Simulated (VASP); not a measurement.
TaSi2, 9 atoms in the cell. The structure is hexagonal, space group P6_222 (No. 180). Conventional cell: a = 4.523 Å, b = 4.523 Å, c = 6.556 Å, α = 90.00°, β = 90.00°, γ = 120.00°. Within 3.4 Å of Ta (site symmetry 222) lie 10 Si at 2.56 to 2.67 Å and 4 Ta at 3.14 Å. Within 3.3 Å of Si (site symmetry 2) lie 9 Si at 2.50 to 3.22 Å and 5 Ta at 2.56 to 2.67 Å.  This cell differs from its parent crystal: strain -0.050 along x and y, +0.000 along z.

- Program: VASP 6.6.1
- Task: single point
- Functional: PBEsol
- Potentials or basis: VASP PAW PBE potentials, release 64 (Ta_pv, Si)
- Cutoff: 520 eV
- k mesh: 12 × 12 × 6
- Occupations: gaussian, width 0.15 eV
- Spin: no spin polarisation
- Dipole correction: no
- Further INCAR settings: ALGO = Normal; EDIFF = 1e-07; NBANDS = 38

Potentials or basis: VASP PAW PBE potentials, release 64 (Ta_pv, Si).

Launch:

```bash
$ cat potpaw_PBE.64/Ta_pv/POTCAR potpaw_PBE.64/Si/POTCAR > POTCAR
$ mpirun -np 1 vasp_std > vasp.out
```

Hardware: 1 thread of Intel(R) Xeon(R) Platinum 8375C CPU @ 2.90GHz (Ice Lake), with other jobs on the host.

Estimate the wall time of this run.

Run time: 4.8 min on 1 thread of Intel(R) Xeon(R) Platinum 8375C CPU @ 2.90GHz (Ice Lake), on a shared host, peak memory 0.41 GiB. Counts: scf iterations 15, k points 76.
